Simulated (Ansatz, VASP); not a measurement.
## Yb: VASP beside Ansatz

```
Yb
1.0
     0.00000    4.65890    4.65890
     4.65890    0.00000    4.65890
     4.65890    4.65890    0.00000
Yb
2
Direct
  0.12500 0.12500 0.12500
  0.87500 0.87500 0.87500
```

Alike in both runs: task single point; functional RPBE; k mesh 7 × 7 × 7; occupations fermi-dirac, width 0.1 eV; no spin polarisation.

```csv
,VASP,Ansatz
version,VASP 6.6.1,Ansatz 0.2.0
potentials or method,"VASP PAW PBE potentials, release 64 (Yb), cutoff 520 eV","plane waves (420 eV) with PAW, scalar-relativistic"
valence electrons in the cell,48,48
```

VASP gave:

```
pressure (GPa) : -0.5
```

Task: What did Ansatz give for the same quantities?

Result: Pressure (GPa): -0.2.

VASP's potentials were made for PBE, not for RPBE.

Spin-orbit coupling is off throughout.
